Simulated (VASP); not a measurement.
# W (Fm-3m) in VASP: relaxation of cell and atoms with PBE

Aim: the relaxation of cell and atoms of W with PBE.

Program: VASP 6.6.1. These are calculated values, not measurements. Logs are shortened: lines on timing, memory, paths and dates and some standing lists are left out, and cuts for length are marked.

### 1 The cell of the first run

It takes space group Fm-3m (No. 225, cubic). The conventional cell has a = 3.944 Å, b = 3.944 Å, c = 3.944 Å, α = 90.00°, β = 90.00°, γ = 90.00°. W (site symmetry m-3m) has 12 W at 2.79 Å within 3.7 Å.

This isn't the form of W at room conditions, which is bcc.

### 2 Relaxation of cell and atoms, PBE

INCAR reads:

```
PREC = Accurate ; ENCUT = 600
EDIFF = 1E-6 ; ISMEAR = -1
SIGMA = 0.05 ; LREAL = F
LASPH = T ; NELM = 80
ALGO = Normal ; ISIF = 3
LWAVE = F ; LCHARG = F
GGA = PE ; IBRION = 2
NSW = 100 ; EDIFFG = -0.005
```

KPOINTS reads:

```
Automatic mesh
0
Gamma
  16 16 16
```

POSCAR reads:

```
W
1.0
    0.0000000000      1.9721583997      1.9721583997
    1.9721583997      0.0000000000      1.9721583997
    1.9721583997      1.9721583997      0.0000000000
W
1
Direct
    0.0000000000      0.0000000000      0.0000000000
```

Potentials or basis: VASP PAW PBE potentials, release 64 (W_sv).

Command:

```
cat potpaw_PBE.64/W_sv/POTCAR > POTCAR
mpirun -np 1 vasp_std > vasp.out
```

OUTCAR:

```text
PREC = Accurate
   ENCUT = 600
   EDIFF = 1E-6
   ISMEAR = -1
   LREAL = F
   LASPH = T
   NELM = 80
   ISIF = 3
   GGA = PE
   IBRION = 2
   NSW = 100
   EDIFFG = -0.005

 ion  position               nearest neighbor table
   1  0.000  0.000  0.000-

  LATTYP: Found a face centered cubic cell.
 ALAT       =     3.9443167994

  Lattice vectors:

 A1 = (   0.0000000000,   1.9721583997,   1.9721583997)
 A2 = (   1.9721583997,   0.0000000000,   1.9721583997)
 A3 = (   1.9721583997,   1.9721583997,   0.0000000000)

Analysis of symmetry for initial positions (statically):
=====================================================================
 Subroutine PRICEL returns:
 Original cell was already a primitive cell.

 Routine SETGRP: Setting up the symmetry group for a
 face centered cubic supercell.

 Subroutine GETGRP returns: Found 48 space group operations
 (whereof 48 operations were pure point group operations)
 out of a pool of 48 trial point group operations.

The static configuration has the point symmetry O_h .

Analysis of symmetry for dynamics (positions and initial velocities):
=====================================================================
 Subroutine PRICEL returns:
 Original cell was already a primitive cell.

 Routine SETGRP: Setting up the symmetry group for a
 face centered cubic supercell.

 Subroutine GETGRP returns: Found 48 space group operations
 (whereof 48 operations were pure point group operations)
 out of a pool of 48 trial point group operations.

The dynamic configuration has the point symmetry O_h .

 Subroutine INISYM returns: Found 48 space group operations
 (whereof 48 operations are pure point group operations),
 and found     1 'primitive' translations

----------------------------------------------------------------------------------------

                                     Primitive cell

  volume of cell :      15.3411

  direct lattice vectors                    reciprocal lattice vectors
     0.000000000  1.972158400  1.972158400    -0.253529331  0.253529331  0.253529331
     1.972158400  0.000000000  1.972158400     0.253529331 -0.253529331  0.253529331
     1.972158400  1.972158400  0.000000000     0.253529331  0.253529331 -0.253529331

  length of vectors
     2.789053156  2.789053156  2.789053156     0.439125683  0.439125683  0.439125683

  position of ions in fractional coordinates (direct lattice)
     0.000000000  0.000000000  0.000000000

  ion indices of the primitive-cell ions
   primitive index   ion index
                 1           1

----------------------------------------------------------------------------------------

 KPOINTS: Automatic mesh

Automatic generation of k-mesh.
 Grid dimensions read from file:
 generate k-points for:   16   16   16

 Generating k-lattice:

  Cartesian coordinates                     Fractional coordinates (reciprocal lattice)
    -0.015845583  0.015845583  0.015845583     0.062500000  0.000000000  0.000000000
     0.015845583 -0.015845583  0.015845583     0.000000000  0.062500000  0.000000000
     0.015845583  0.015845583 -0.015845583     0.000000000  0.000000000  0.062500000

  Length of vectors
     0.027445355  0.027445355  0.027445355

  Shift w.r.t. Gamma in fractional coordinates (k-lattice)
     0.000000000  0.000000000  0.000000000

 Subroutine IBZKPT returns following result:
 ===========================================

 Found    145 irreducible k-points:

 Following reciprocal coordinates:
            Coordinates               Weight
  0.000000  0.000000  0.000000      1.000000
  0.062500  0.000000  0.000000      8.000000
  0.125000  0.000000  0.000000      8.000000
  0.187500  0.000000  0.000000      8.000000
  0.250000  0.000000  0.000000      8.000000
  0.312500  0.000000  0.000000      8.000000
[... 16 lines left out ...]
 -0.125000  0.062500  0.000000     24.000000
 -0.062500  0.062500  0.000000     12.000000
 [... further k-points ...]
   k-points           NKPTS =    145   k-points in BZ     NKDIM =    145   number of bands    NBANDS=     11
   number of dos      NEDOS =    301   number of ions     NIONS =      1
   total plane-waves  NPLWV =  13824
   dimension x,y,z NGX =    24 NGY =   24 NGZ =   24
   dimension x,y,z NGXF=    48 NGYF=   48 NGZF=   48
   ions per type =               1
   NGX,Y,Z   is equivalent  to a cutoff of  14.31, 14.31, 14.31 a.u.
   NGXF,Y,Z  is equivalent  to a cutoff of  28.61, 28.61, 28.61 a.u.
 SYSTEM =  unknown system
   PREC   = accura    normal or accurate (medium, high low for compatibility)
   ISTART =      0    job   : 0-new  1-cont  2-samecut
   ICHARG =      2    charge: 1-file 2-atom 10-const
   ISPIN  =      1    spin polarized calculation?
   LNONCOLLINEAR =      F non collinear calculations
   LSORBIT =      F    spin-orbit coupling
   LASPH  =      T    aspherical Exc in radial PAW
   ENCUT  =  600.0 eV  44.10 Ry    6.64 a.u.   5.57  5.57  5.57*2*pi/ulx,y,z
   NELM   =     80;   NELMIN=  2; NELMDL= -5     # of ELM steps
   EDIFF  = 0.1E-05   stopping-criterion for ELM
   LREAL  =      F    real-space projection
   EDIFFG = -.5E-02   stopping-criterion for IOM
   NSW    =    100    number of steps for IOM
   IBRION =      2    ionic relax: 0-MD 1-quasi-New 2-CG
   NFREE  =      1    steps in history (QN), initial steepest desc. (CG)
   ISIF   =      3    stress and relaxation
   ISYM   =      2    0-nonsym 1-usesym 2-fastsym
   POTIM  = 0.5000    time-step for ionic-motion
   TEBEG  =    0.0;   TEEND  =   0.0 temperature during run
   PSTRESS=    0.0 pullay stress
   NELECT =      14.0000    total number of electrons
   NUPDOWN=      -1.0000    fix difference up-down
   EMIN   =  10.00;   EMAX   =-10.00  energy-range for DOS
   EFERMI =   0.00;   METHOD = LEGACY
   ISMEAR =    -1;   SIGMA  =   0.05  broadening in eV -4-tet -1-fermi 0-gaus
   EFERMI_NEDOS =   21; number of points for ismear=-14 and -15
   IALGO  =     38    algorithm
   IMIX   =      4    mixing-type and parameters
     AMIX     =   0.40;   BMIX     =  1.00
     AMIX_MAG =   1.60;   BMIX_MAG =  1.00
  volume/ion in A,a.u.               =      15.34       103.53
  Fermi-wavevector in a.u.,A,eV,Ry     =   1.587934  3.000760 34.307548  2.521534
  Thomas-Fermi vector in A             =   2.687015
   LORBIT       =      0    0 simple, 1 ext, 2 COOP (PROOUT), +10 PAW based schemes
   GGA     = PE    functional components
   LHFCALC =     F    Hartree Fock is set to
   AEXX    =    0.0000 exact exchange contribution
   IVDW    =     0    specifies the selected vdW correction
   LEPSILON=     F    determine dielectric tensor
   LRPA    =     F    only Hartree local field effects (RPA)
 conjugate gradient relaxation of ions
 non-spin polarized calculation
  energy-cutoff  :      600.00
  volume of cell :       15.34
 maximum number of plane-waves:       533
 NGX is ok and might be reduce to    24
   NGX = 11   NGY = 11   NGZ = 11

--------------------------------------- Ionic step        1  -------------------------------------------

 number of electron      13.9999999 magnetization

 Free energy of the ion-electron system (eV)
  ---------------------------------------------------
  ext. energy  EPLUGINS =         0.00000000
  ---------------------------------------------------
  free energy    TOTEN  =       -12.39740141 eV

  energy without entropy =      -12.38801276  energy(sigma->0) =      -12.39270708

------------------------ aborting loop because EDIFF is reached ----------------------------------------

  FORCE on cell =-STRESS in cart. coord.  units (eV):
  Direction    XX          YY          ZZ          XY          YZ          ZX
  --------------------------------------------------------------------------------------
  -------------------------------------------------------------------------------------
  Total        2.2402702      2.2402702      2.2402702      0.0000000      0.0000000     -0.0000000
  in kB      233.9675349    233.9675349    233.9675349      0.0000000      0.0000000     -0.0000000
  external PRESSURE =     233.9675349 kB  Pullay stress =       0.0000000 kB
[... 20 lines left out ...]
  energy  without entropy=      -12.3880127628  energy(sigma->0) =      -12.39270708

--------------------------------------- Ionic step        2  -------------------------------------------

 number of electron      14.0000000 magnetization

 E-fermi :   7.5025     XC(G=0): -12.1448

 val. band max:        7.5023003744   @ k =   0.1875   0.1250   0.0625
 cond. band min:       7.5053167464   @ k =   0.5000   0.3750   0.0625
 fundamental gap:      0.0030163720
 Fermi energy:         7.5025080230

 k-point     1 :       0.0000    0.0000    0.0000
  band No.  band energies     occupation
      1     -66.6890      2.00000
      2     -30.5174      2.00000
      3     -30.5174      2.00000
      4     -30.5174      2.00000
      5      -0.2266      2.00000
      6       7.1340      1.99874
      7       7.1340      1.99874
      8       7.1340      1.99874
      9       9.3228      0.00000
     10       9.3228      0.00000
     11      19.8854      0.00000
[... 385 lines left out ...]
  FREE ENERGIE OF THE ION-ELECTRON SYSTEM (eV)
  ---------------------------------------------------
  free  energy   TOTEN  =       -12.4742443703 eV

  energy  without entropy=      -12.4632628236  energy(sigma->0) =      -12.46875360

[... ionic steps 4 to 15 ...]

--------------------------------------- Ionic step       16  -------------------------------------------

 number of electron      14.0000002 magnetization

------------------------ aborting loop because EDIFF is reached ----------------------------------------

  FORCE on cell =-STRESS in cart. coord.  units (eV):
  Direction    XX          YY          ZZ          XY          YZ          ZX
  --------------------------------------------------------------------------------------
  -------------------------------------------------------------------------------------
  Total        0.0159093      0.0159093      0.0159093      0.0000000      0.0000000     -0.0000000
  in kB        1.5483182      1.5483182      1.5483182      0.0000000      0.0000000     -0.0000000
  external PRESSURE =       1.5483182 kB  Pullay stress =       0.0000000 kB
[... 55 lines left out ...]
  energy  without entropy=      -12.4642261280  energy(sigma->0) =      -12.46962073

--------------------------------------- Ionic step       18  -------------------------------------------

 number of electron      14.0000002 magnetization

 Free energy of the ion-electron system (eV)
  ---------------------------------------------------
  ext. energy  EPLUGINS =         0.00000000
  ---------------------------------------------------
  free energy    TOTEN  =       -12.47501519 eV

  energy without entropy =      -12.46421432  energy(sigma->0) =      -12.46961475

 E-fermi :  10.4457     XC(G=0): -13.4134

 val. band max:       10.4296984383   @ k =   0.1250   0.1250   0.0000
 cond. band min:      10.4463750158   @ k =   0.1875   0.1250   0.0625
 fundamental gap:      0.0166765775
 Fermi energy:        10.4456577984

 k-point     1 :       0.0000    0.0000    0.0000
  band No.  band energies     occupation
      1     -63.2383      2.00000
      2     -26.8745      2.00000
      3     -26.8745      2.00000
      4     -26.8745      2.00000
      5       1.4643      2.00000
      6       9.8863      1.99997
      7       9.8863      1.99997
      8       9.8863      1.99997
      9      12.9954      0.00000
     10      12.9954      0.00000
     11      23.2186      0.00000
[... 350 lines left out ...]
  FREE ENERGIE OF THE ION-ELECTRON SYSTEM (eV)
  ---------------------------------------------------
  free  energy   TOTEN  =       -12.4750151890 eV

  energy  without entropy=      -12.4642143171  energy(sigma->0) =      -12.46961475

 reached required accuracy - stopping structural energy minimisation
```

Wall time 3.2 min (1 thread of Intel Xeon 8259CL, shared host); peak memory 0.17 GiB.

Results:

| Property | Result |
| --- | --- |
| Free energy | -12.4750 eV |
| Relaxed volume | 16.47 Å³/atom |
| Relaxed cell | a = 2.856 Å, b = 2.856 Å, c = 2.856 Å, α = 60.00°, β = 60.00°, γ = 60.00° |
| Space group after relaxing (to 0.1 Å) | Fm-3m (No. 225) |
| Pressure after relaxing | 0.0 GPa |
| Band gap on the k mesh | zero (bands 7 and 8 overlap by 3.58 eV) |

Final structure:
```
CELL_PARAMETERS angstrom
0.00000 2.01955 2.01955
2.01955 0.00000 2.01955
2.01955 2.01955 0.00000
ATOMIC_POSITIONS crystal
W 0.00000 0.00000 0.00000
```

Levels at points of the mesh, in eV from the Fermi level:
```
           k point  band 4  band 5  band 6  band 7  band 8  band 9  band 10  band 11
(0.00, 0.00, 0.00)  -37.32   -8.98   -0.56   -0.56   -0.56    2.55     2.55    12.77
(0.50, 0.00, 0.00)  -37.47   -5.59   -0.78   -0.78    0.61    5.01     5.01    10.23
(0.50, 0.50, 0.00)  -37.73   -5.47   -4.50    3.02    4.98    5.74     5.74    11.70
```

Caveat: spin-orbit coupling is left out, which moves the levels of the heavy elements.
